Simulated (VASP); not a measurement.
# CoO (R-3m) in VASP: settings compared, part 2 of 2

VASP 6.6.1. Earlier steps stand in the parts before.

## Step 3: Relaxation of cell and atoms, PBE, collinear spin, ferromagnetic start

Input file INCAR:

```
SYSTEM = CoO
PREC = Accurate ; ENCUT = 600
EDIFF = 1E-7 ; ISMEAR = -1
SIGMA = 0.05 ; LREAL = .FALSE.
LASPH = .TRUE. ; NELM = 150
ALGO = Normal ; ISIF = 3
LWAVE = .FALSE. ; LCHARG = .FALSE.
ISPIN = 2 ; MAGMOM = 2 0
LORBIT = 11 ; LMAXMIX = 4
GGA = PE ; IBRION = 2
NSW = 60 ; EDIFFG = -0.01
```

Input file KPOINTS:

```
regular mesh
0
G
  11 11 11
  0 0 0
```

Input file POSCAR:

```
CoO
1.0
    1.5054695445      0.8691832468      2.4399269062
   -1.5054695445      0.8691832468      2.4399269062
    0.0000000000     -1.7383664936      2.4399269062
Co O
1 1
Direct
    0.0000000000      0.0000000000      0.0000000000
    0.5000000000      0.5000000000      0.5000000000
```

Potentials or basis: VASP PAW PBE potentials, release 64 (Co, O).

The run is started by

```bash
> cat potpaw_PBE.64/Co/POTCAR potpaw_PBE.64/O/POTCAR > POTCAR
> mpirun -np 1 vasp_std > vasp.out
```

OUTCAR:

```text
SYSTEM = CoO
   PREC = Accurate
   ENCUT = 600
   EDIFF = 1E-7
   ISMEAR = -1
   LREAL = .FALSE.
   LASPH = .TRUE.
   NELM = 150
   ISIF = 3
   ISPIN = 2
   LORBIT = 11
   GGA = PE
   IBRION = 2
   NSW = 60
   EDIFFG = -0.01

 ion  position               nearest neighbor table
   1  0.000  0.000  0.000-   2 2.12   2 2.12   2 2.12   2 2.12   2 2.12   2 2.12
   2  0.500  0.500  0.500-   1 2.12   1 2.12   1 2.12   1 2.12   1 2.12   1 2.12

  LATTYP: Found a trigonal (rhomboedric) cell.
 ALAT       =     2.9958573687
 COS(alpha) =     0.4949531368

  Lattice vectors:

 A1 = (   1.5054695445,   0.8691832468,   2.4399269062)
 A2 = (  -1.5054695445,   0.8691832468,   2.4399269062)
 A3 = (   0.0000000000,  -1.7383664936,   2.4399269062)

Analysis of symmetry for initial positions (statically):
=====================================================================
 Subroutine PRICEL returns:
 Original cell was already a primitive cell.

 Routine SETGRP: Setting up the symmetry group for a
 trigonal (rhombohedral) supercell.

 Subroutine GETGRP returns: Found 12 space group operations
 (whereof 12 operations were pure point group operations)
 out of a pool of 12 trial point group operations.

The static configuration has the point symmetry D_3d.

Analysis of symmetry for dynamics (positions and initial velocities):
=====================================================================
 Subroutine PRICEL returns:
 Original cell was already a primitive cell.

[... 360 lines left out ...]

 E-fermi :   8.1302     XC(G=0): -12.5218

 val. band max:        8.1298896380   @ k =  -0.4545   0.3636  -0.0000
 cond. band min:       8.1312143613   @ k =   0.3636   0.3636   0.1818
 fundamental gap:      0.0013247233
 Fermi energy:         8.1301796927

 spin component 1

 k-point     1 :       0.0000    0.0000    0.0000
  band No.  band energies     occupation
      1     -12.1812      1.00000
      2       4.8080      1.00000
      3       4.8080      1.00000
      4       4.8347      1.00000
      5       4.8347      1.00000
      6       5.0083      1.00000
      7       5.0083      1.00000
      8       5.3028      1.00000
      9       5.3294      1.00000
     10       9.2624      0.00000
     11      24.9890      0.00000
     12      25.7450      0.00000
[... 333 lines left out ...]
      1     -11.4579      1.00000
      2       1.4136      1.00000
      3       2.6750      1.00000
      4       3.0527      1.00000
      5       5.4163      1.00000
      6       5.4926      1.00000
      7       6.0912      1.00000
      8       6.2244      1.00000
      9       7.8486      0.99643
     10      12.9072      0.00000
     11      19.6513      0.00000
     12      21.0604      0.00000

 [... further k-points ...]

 spin component 2

 k-point     1 :       0.0000    0.0000    0.0000
  band No.  band energies     occupation
      1     -11.7001      1.00000
      2       5.3555      1.00000
      3       5.3555      1.00000
      4       5.8778      1.00000
      5       6.8795      1.00000
      6       6.8795      1.00000
      7       7.1530      1.00000
      8       8.1923      0.22414
      9       8.1923      0.22414
     10       9.8161      0.00000
     11      24.9201      0.00000
     12      26.2612      0.00000
[... 374 lines left out ...]
  FREE ENERGIE OF THE ION-ELECTRON SYSTEM (eV)
  ---------------------------------------------------
  free  energy   TOTEN  =       -13.0721633895 eV

  energy  without entropy=      -13.0435592306  energy(sigma->0) =      -13.05786131

 reached required accuracy - stopping structural energy minimisation

 total charge

# of ion       s       p       d       tot
------------------------------------------
    1        0.300   0.367   7.156   7.823
    2        1.553   3.430   0.000   4.983
--------------------------------------------------
tot          1.853   3.797   7.156  12.807

 magnetization (x)

# of ion       s       p       d       tot
------------------------------------------
    1        0.020   0.018   2.477   2.515
    2        0.029   0.256   0.000   0.285
--------------------------------------------------
tot          0.049   0.274   2.477   2.800
```

OSZICAR:

```text
N       E                     dE             d eps       ncg     rms          rms(c)
DAV:   1     0.931375262453E+02    0.93138E+02   -0.79472E+03  7104   0.161E+03
DAV:   2    -0.807176342350E+01   -0.10121E+03   -0.90168E+02  7400   0.299E+02
DAV:   3    -0.153371175659E+02   -0.72654E+01   -0.69440E+01  7996   0.913E+01
[... 111 lines left out ...]
DAV:   7    -0.130721637126E+02   -0.29779E-04   -0.39424E-04  9672   0.332E-01    0.956E-02
DAV:   8    -0.130721682048E+02   -0.44922E-05   -0.20778E-04  9688   0.230E-01    0.431E-02
DAV:   9    -0.130721654239E+02    0.27808E-05   -0.38697E-05 10416   0.115E-01    0.239E-02
DAV:  10    -0.130721638582E+02    0.15657E-05   -0.16640E-05  8992   0.597E-02    0.138E-02
DAV:  11    -0.130721633246E+02    0.53366E-06   -0.97408E-06 10160   0.405E-02    0.209E-03
DAV:  12    -0.130721633895E+02   -0.64955E-07   -0.39108E-07  6164   0.699E-03
  10 F= -.13072163E+02 E0= -.13057861E+02  d E =-.570010E-02  mag=     2.8486
```

Run time: 5.9 min. Hardware: 1 thread of Intel Xeon 6975P-C, shared host; peak memory 0.22 GiB.

Results:

| Quantity | Value |
| --- | --- |
| Free energy | -13.0722 eV |
| Relaxed volume | 9.48 Å³/atom |
| Relaxed cell | a = 2.918 Å, b = 2.918 Å, c = 2.918 Å, α = 63.61°, β = 63.61°, γ = 63.61° |
| Space group after relaxing (to 0.05 Å) | R-3m (No. 166) |
| Energy gained by relaxing | 3.0 meV/atom |
| Ionic steps | 10 |
| Pressure after relaxing | 0.0 GPa |
| Net moment | 2.85 μB per cell |
| Site moments | Co +2.52; O +0.28 μB |
| Valence electrons inside the program's atomic spheres | Co 7.82; O 4.98 |

The path:
| step | energy change (eV) | largest force (eV/Å) | pressure (GPa) | volume (Å³) |
| --- | --- | --- | --- | --- |
| 1 | 0.0000 | 0.0000 | -0.86 | 19.16 |
| 2 | -0.0002 | 0.0000 | 0.38 | 19.01 |
| 3 | -0.0003 | 0.0000 | 0.05 | 19.05 |
| 4 | -0.0003 | 0.0000 | 0.06 | 19.05 |
| 5 | -0.0005 | 0.0000 | 0.07 | 19.05 |
| 6 | -0.0011 | 0.0000 | 0.10 | 19.04 |
| 7 | -0.0026 | 0.0000 | 0.13 | 19.03 |
| 8 | -0.0055 | 0.0000 | 0.06 | 18.98 |
| 9 | -0.0001 | 0.0000 | -0.33 | 18.86 |
| 10 | -0.0060 | 0.0000 | 0.02 | 18.96 |

Final structure:
```cif
data_structure
_symmetry_space_group_name_H-M 'P 1'
_symmetry_Int_Tables_number 1
_cell_length_a 2.9178
_cell_length_b 2.9178
_cell_length_c 2.9178
_cell_angle_alpha 63.605
_cell_angle_beta 63.605
_cell_angle_gamma 63.605
_cell_volume 18.96
loop_
_atom_site_label
_atom_site_type_symbol
_atom_site_fract_x
_atom_site_fract_y
_atom_site_fract_z
_atom_site_occupancy
Co1 Co 0.00000 0.00000 0.00000 1
O1 O 0.50000 0.50000 0.50000 1
```

Caveat: a cell with one magnetic atom can't hold antiferromagnetic order, which such compounds often take; semilocal functionals often make such compounds metallic where correlation or magnetic order opens a gap, which also shifts bond lengths. With open d or f shells a metallic result of PBE can be an artefact of self-interaction; +U or a hybrid may open a gap.

## Step 4: Relaxation of cell and atoms, LDA, collinear spin, ferromagnetic start

Input file INCAR:

```
SYSTEM = CoO
ALGO     = Normal         ! electronic algorithm
EDIFF    = 1E-6           ! SCF threshold, eV
EDIFFG   = -0.01          ! ionic threshold
ENCUT    = 600            ! plane-wave cutoff, eV
GGA      = CA             ! functional
IBRION   = 2              ! ionic algorithm
ISIF     = 3              ! what is computed and relaxed
ISMEAR   = -1             ! smearing method
ISPIN    = 2              ! spin polarisation
LASPH    = .True.         ! aspherical terms in the spheres
LCHARG   = .False.        ! write CHGCAR
LMAXMIX  = 4              ! l up to which the mixer works
LORBIT   = 11             ! projections on sites
LREAL    = .False.        ! projectors in reciprocal space
LWAVE    = .False.        ! write WAVECAR
MAGMOM   = 2 0            ! initial moments
NELM     = 150            ! most SCF steps
NSW      = 60             ! ionic steps
PREC     = Accurate       ! precision mode
SIGMA    = 0.05           ! smearing width, eV
```

Input file KPOINTS:

```
k-points
0
Gamma
  11 11 11
  0 0 0
```

POSCAR is that of step 3.

Potentials or basis: VASP PAW LDA potentials, release 64 (Co, O).

The run is started by

```bash
> cat potpaw_LDA.64/Co/POTCAR potpaw_LDA.64/O/POTCAR > POTCAR
> mpirun -np 1 vasp_std > vasp.out
```

Wall time 5.2 min (1 thread of Intel Xeon 6975P-C, shared host); peak memory 0.21 GiB.

Results (log left out):

```yaml
Free_energy: -14.8715 eV
Relaxed_volume: 8.31 Å³/atom
Relaxed_cell: a = 2.765 Å, b = 2.765 Å, c = 2.765 Å, α = 65.12°, β = 65.12°, γ = 65.12°
Space_group_after_relaxing_to_0.05_Å: R-3m (No. 166)
Energy_gained_by_relaxing: 94.1 meV/atom
Ionic_steps: 12
Pressure_after_relaxing: 0.1 GPa
Net_moment: 1.94 μB per cell
Site_moments: Co +1.75; O +0.16 μB
Valence_electrons_inside_the_program's_atomic_spheres: Co 8.16; O 4.98
```

Step by step:
| step | energy change (eV) | largest force (eV/Å) | pressure (GPa) | volume (Å³) |
| --- | --- | --- | --- | --- |
| 1 | 0.0000 | 0.0000 | -19.58 | 19.16 |
| 2 | -0.1632 | 0.0000 | 7.41 | 16.09 |
| 3 | -0.1752 | 0.0000 | 0.34 | 16.65 |
| 4 | -0.1753 | 0.0000 | -0.06 | 16.70 |
| 5 | -0.1753 | 0.0000 | 0.05 | 16.70 |
| 6 | -0.1756 | 0.0000 | 0.01 | 16.70 |
| 7 | -0.1764 | 0.0000 | 0.05 | 16.69 |
| 8 | -0.1788 | 0.0000 | 0.12 | 16.69 |
| 9 | -0.1849 | 0.0000 | 0.20 | 16.66 |
| 10 | -0.1851 | 0.0000 | -0.03 | 16.56 |
| 11 | -0.1881 | 0.0000 | 0.05 | 16.62 |
| 12 | -0.1882 | 0.0000 | 0.06 | 16.61 |

Final structure:
```yaml
crystal:
  lattice:
    - [1.48799, 0.85909, 2.16605]
    - [-1.48799, 0.85909, 2.16605]
    - [0.00000, -1.71818, 2.16605]
  atoms:
    - { symbol: Co, position: [0.00000, 0.00000, 0.00000] }
    - { symbol: O, position: [0.50000, 0.50000, 0.50000] }
```

Levels at points of the mesh, in eV from the Fermi level:
Spin up:
```
           k point  band 6  band 7  band 8  band 9  band 10  band 11  band 12
(0.00, 0.00, 0.00)   -3.15   -2.62   -2.62   -2.47     1.99    17.11    18.35
```
Spin down:
| k point | band 4 | band 5 | band 6 | band 7 | band 8 | band 9 | band 10 | band 11 |
| --- | --- | --- | --- | --- | --- | --- | --- | --- |
| (0.00, 0.00, 0.00) | -3.10 | -1.81 | -1.81 | -1.15 | -0.80 | -0.80 | 2.39 | 17.21 |

Caveat: a cell with one magnetic atom can't hold antiferromagnetic order, which such compounds often take; semilocal functionals often make such compounds metallic where correlation or magnetic order opens a gap, which also shifts bond lengths.

## Step 5: Single point, LDA, collinear spin, ferromagnetic start

This run uses another cell than the first one, of 9.00 Å³/atom, 0.940 times its volume.

Input file INCAR:

```
PREC = Accurate
ENCUT = 520
EDIFF = 1E-7
ISMEAR = -1
SIGMA = 0.05
LREAL = False
LASPH = True
NELM = 150
ALGO = Normal
ISIF = 2
LWAVE = False
LCHARG = False
ISPIN = 2
MAGMOM = 2 0
LORBIT = 11
LMAXMIX = 4
NBANDS = 18
```

Input file KPOINTS:

```
Automatic mesh
0
Gamma
  11 11 11
```

Input file POSCAR:

```
CoO
1.0
    1.4747370529      0.8514398345      2.3901185036
   -1.4747370529      0.8514398345      2.3901185036
    0.0000000000     -1.7028796690      2.3901185036
Co O
1 1
Direct
    0.0000000000      0.0000000000      0.0000000000
    0.5000000000      0.5000000000      0.5000000000
```

The run is started by

```bash
> cat potpaw_LDA.64/Co/POTCAR potpaw_LDA.64/O/POTCAR > POTCAR
> mpirun -np 1 vasp_std > vasp.out
```

Run time: 1.8 min. Hardware: 1 thread of Intel Xeon 8259CL, shared host; peak memory 0.2 GiB.

The run converged. Its results:

- Free energy: -14.8001 eV
- Pressure: -12.9 GPa
- Net moment: 2.30 μB per cell
- Site moments: Co +2.05; O +0.20 μB
- Valence electrons inside the program's atomic spheres: Co 7.99; O 4.95

Stress tensor (GPa, compression positive):
```
-12.75   0.00   0.00
  0.00 -12.75   0.00
  0.00   0.00 -13.08
```

Levels at points of the mesh, in eV from the Fermi level:
Spin up:
```csv
k point,band 5,band 6,band 7,band 8,band 9,band 10,band 11,band 12,band 13,band 14
"(0.00, 0.00, 0.00)",-2.87,-2.87,-2.83,-2.78,-2.78,1.37,16.85,18.50,18.50,18.71
```
Spin down:
```
           k point  band 3  band 4  band 5  band 6  band 7  band 8  band 9  band 10
(0.00, 0.00, 0.00)   -3.28   -3.22   -1.30   -1.30   -1.26   -0.64   -0.64     1.79
```

Caveat: a cell with one magnetic atom can't hold antiferromagnetic order, which such compounds often take; semilocal functionals often make such compounds metallic where correlation or magnetic order opens a gap, which also shifts bond lengths.

## Step 6: Single point, PBEsol, collinear spin, ferromagnetic start

This run uses another cell than the first one, of 9.00 Å³/atom, 0.940 times its volume.

Input file INCAR:

```
SYSTEM = CoO
  ALGO = Normal
  EDIFF = 1E-7
  ENCUT = 520
  GGA = PS
  ISIF = 2
  ISMEAR = -1
  ISPIN = 2
  LASPH = .TRUE.
  LCHARG = .TRUE.
  LELF = .TRUE.
  LMAXMIX = 4
  LORBIT = 11
  LREAL = .FALSE.
  LVHAR = .TRUE.
  LWAVE = .FALSE.
  MAGMOM = 2 0
  NBANDS = 18
  NELM = 150
  PREC = Accurate
  SIGMA = 0.05
```

Input file KPOINTS:

```
k-points
0
G
  11 11 11
  0 0 0
```

POSCAR is that of step 5.

Potentials or basis: VASP PAW PBE potentials, release 64 (Co, O).

The run is started by

```bash
> cat potpaw_PBE.64/Co/POTCAR potpaw_PBE.64/O/POTCAR > POTCAR
> mpirun -np 1 vasp_std > vasp.out
```

Run time: 2 min. Hardware: 1 thread of Intel Xeon 8259CL, shared host; peak memory 0.21 GiB.

The run converged. Its results:

```
Free energy                                           : -14.0044 eV
Pressure                                              : 0.8 GPa
Net moment                                            : 2.74 μB per cell
Site moments                                          : Co +2.42; O +0.27 μB
Valence electrons inside the program's atomic spheres : Co 7.94; O 4.98
```

Stress tensor (GPa, compression positive):
```
0.95 0.00 0.00
0.00 0.95 0.00
0.00 0.00 0.36
```

Levels at points of the mesh, in eV from the Fermi level:
Spin up:
```csv
k point,band 7,band 8,band 9,band 10,band 11,band 12
"(0.00, 0.00, 0.00)",-3.18,-3.18,-3.14,1.24,16.78,18.42
```
Spin down:
```
           k point  band 2  band 3  band 4  band 5  band 6  band 7  band 8  band 9  band 10  band 11
(0.00, 0.00, 0.00)   -3.02   -3.02   -2.97   -1.29   -1.29   -1.25   -0.27   -0.27     1.76    16.74
```

Caveat: the PAW data sets were made with another functional, which shifts forces and pressure a little; a cell with one magnetic atom can't hold antiferromagnetic order, which such compounds often take; semilocal functionals often make such compounds metallic where correlation or magnetic order opens a gap, which also shifts bond lengths. With open d or f shells a metallic result of PBEsol can be an artefact of self-interaction; +U or a hybrid may open a gap.

## Step 7: Overview

```tsv
task	level	potentials or basis	cell	cutoff (eV)	smearing	gap on the mesh (eV)	pressure (GPa)	moment (μB)	relaxed volume (Å³/atom)
single point	PBE	VASP PAW PBE potentials, release 64 (Co, O)	a = 2.996 Å, angles 60.3°, 2 atoms	520	gaussian 0.011 eV	none	-0.6	2.89	-
relaxation of cell and atoms	PBE	VASP PAW PBE potentials, release 64 (Co, O)	relaxed from a = 2.996 Å, angles 60.3°, 2 atoms	600	fermi-dirac 0.05 eV	none	0.0	2.85	9.48
relaxation of cell and atoms	LDA	VASP PAW LDA potentials, release 64 (Co, O)	relaxed from a = 2.996 Å, angles 60.3°, 2 atoms	600	fermi-dirac 0.05 eV	none	0.1	1.94	8.31
single point	LDA	VASP PAW LDA potentials, release 64 (Co, O)	a = 2.935 Å, angles 60.3°, 2 atoms	520	fermi-dirac 0.05 eV	none	-12.9	2.30	-
single point	PBEsol	VASP PAW PBE potentials, release 64 (Co, O)	a = 2.935 Å, angles 60.3°, 2 atoms	520	fermi-dirac 0.05 eV	none	0.8	2.74	-
```

Alike in all rows: spin collinear, ferromagnetic start; k mesh 11 × 11 × 11.

Caveats: a cell with one magnetic atom can't hold antiferromagnetic order, which such compounds often take; semilocal functionals often make such compounds metallic where correlation or magnetic order opens a gap, which also shifts bond lengths; the PAW data sets were made with another functional, which shifts forces and pressure a little (some runs).

Total energies depend on the potentials used, so only differences within one code and one set of settings carry meaning.
